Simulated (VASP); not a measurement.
Input of a VASP 6.6.1 run:

Contents of INCAR:

```
SYSTEM = LiBr
PREC     = Accurate       ! precision mode
ENCUT    = 750            ! plane-wave cutoff, eV
EDIFF    = 1E-6           ! SCF threshold, eV
ISMEAR   = 0              ! smearing method
SIGMA    = 0.01           ! smearing width, eV
LREAL    = .FALSE.        ! projectors in reciprocal space
LASPH    = .TRUE.         ! aspherical terms in the spheres
NELM     = 120            ! most SCF steps
ALGO     = Normal         ! electronic algorithm
ISIF     = 2              ! what is computed and relaxed
LWAVE    = .FALSE.        ! write WAVECAR
LCHARG   = .FALSE.        ! write CHGCAR
GGA      = PS             ! functional
NBANDS   = 12             ! bands
GGA_COMPAT= .FALSE.
```

Contents of KPOINTS:

```
regular mesh
0
G
  8 8 8
  0 0 0
```

The input POSCAR:

```
LiBr
1.0
    0.0000000000      2.7055163912      2.7055163912
    2.7055163912      0.0000000000      2.7055163912
    2.7055163912      2.7055163912      0.0000000000
Li Br
1 1
Direct
    0.0000000000      0.0000000000      0.0000000000
    0.5000000000      0.5000000000      0.5000000000
```

Potentials or basis: VASP PAW PBE potentials, release 64 (Li_sv, Br).

Run with:

```sh
$ cat potpaw_PBE.64/Li_sv/POTCAR potpaw_PBE.64/Br/POTCAR > POTCAR
$ mpirun -np 1 vasp_std > vasp.out
```

(1) Estimate the pressure.

(2) What does it give for the band gap on the k mesh?

## Answers

(1) 0.0 GPa.

(2) 4.99 eV.

Caveat: the PAW data sets were made with another functional, which shifts forces and pressure a little.
